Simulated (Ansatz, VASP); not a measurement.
# One calculation of MgCd3O4, two programs

File INCAR:

```
PREC = Accurate ; ENCUT = 520
EDIFF = 1E-6 ; ISMEAR = 0
SIGMA = 0.1 ; LREAL = F
LASPH = T ; NELM = 150
ALGO = Normal ; ISIF = 2
LWAVE = F ; LCHARG = F
ISPIN = 2 ; MAGMOM = 0 0 0 0 1 1 1 1
LORBIT = 11 ; GGA = PE
NBANDS = 45
```

File KPOINTS:

```
regular mesh
0
Gamma
  6 4 4
```

The input POSCAR:

```
MgCd3O4
1.0
    3.2769468259      0.0000000000      0.0000000000
    0.0000000000      4.6656188144      0.0000000000
    0.0000000000      0.0000000000      6.6451758709
Mg Cd O
1 3 4
Direct
    0.0000000000      0.0000000000      0.0000000000
    0.5000000000      0.5000000000      0.2444323647
    0.0000000000      0.0000000000      0.5000000000
    0.5000000000      0.5000000000      0.7555676353
    0.0000000000      0.5000000000      0.0000000000
    0.5000000000      0.0000000000      0.2235701508
    0.0000000000      0.5000000000      0.5000000000
    0.5000000000      0.0000000000      0.7764298492
```

Input for Ansatz:

```yaml
crystal:
  lattice:
    - [3.2769468259, 0.0, 0.0]
    - [0.0, 4.6656188144, 0.0]
    - [0.0, 0.0, 6.6451758709]
  atoms:
    - { symbol: Mg, position: [0.0, 0.0, 0.0] }
    - { symbol: Cd, position: [0.5, 0.5, 0.2444323647] }
    - { symbol: Cd, position: [0.0, 0.0, 0.5] }
    - { symbol: Cd, position: [0.5, 0.5, 0.7555676353] }
    - { symbol: O, position: [0.0, 0.5, 0.0], spin: 1.0 }
    - { symbol: O, position: [0.5, 0.0, 0.2235701508], spin: 1.0 }
    - { symbol: O, position: [0.0, 0.5, 0.5], spin: 1.0 }
    - { symbol: O, position: [0.5, 0.0, 0.7764298492], spin: 1.0 }
basis:
  ecutwfc: 420
kpoints:
  mp_grid: { grid: [6, 4, 4] }
hamiltonian:
  xc: pbe
scf:
  occupations: { method: gaussian, width: 0.1 }
  lower_state_search: "off"
output:
  forces: true
  stress: true
  eigenvalues: true
  populations: true
magnetization:
  spin_polarized: true
```

Alike in both runs: task single point; functional PBE; k mesh 6 × 4 × 4; occupations gaussian, width 0.1 eV; collinear spin.

```csv
,VASP,Ansatz
version,VASP 6.6.1,Ansatz 0.2.0
potentials or method,"VASP PAW PBE potentials, release 64 (Mg, Cd, O), cutoff 520 eV","scalar-relativistic, plane waves, PAW"
valence electrons in the cell,62,94
```

Ansatz gave:

```
gap on the k mesh at the Fermi level (eV)                     : none
pressure (GPa)                                                : 0.0
traceless stress, the component that is largest in VASP (GPa) : 0.00
rms of the force components (eV/Å)                            : 0.001
net moment per atom (μB)                                      : 0.00
```

Question: Which values does VASP return?

Answer: gap on the k mesh at the Fermi level (eV): none; pressure (GPa): 0.9; traceless stress, the component that is largest in VASP (GPa): 0.09; rms of the force components (eV/Å): 0.018; net moment per atom (μB): 0.00.

Atom by atom the forces differ by 0.019 eV/Å (rms over components). A gap of «none» marks a metal or a gap that the smearing closes. VASP's potentials hold 62 valence electrons a cell and Ansatz's 94, so a difference there can come from the potentials and not from the codes. Ansatz's warnings: seeded moment not kept.
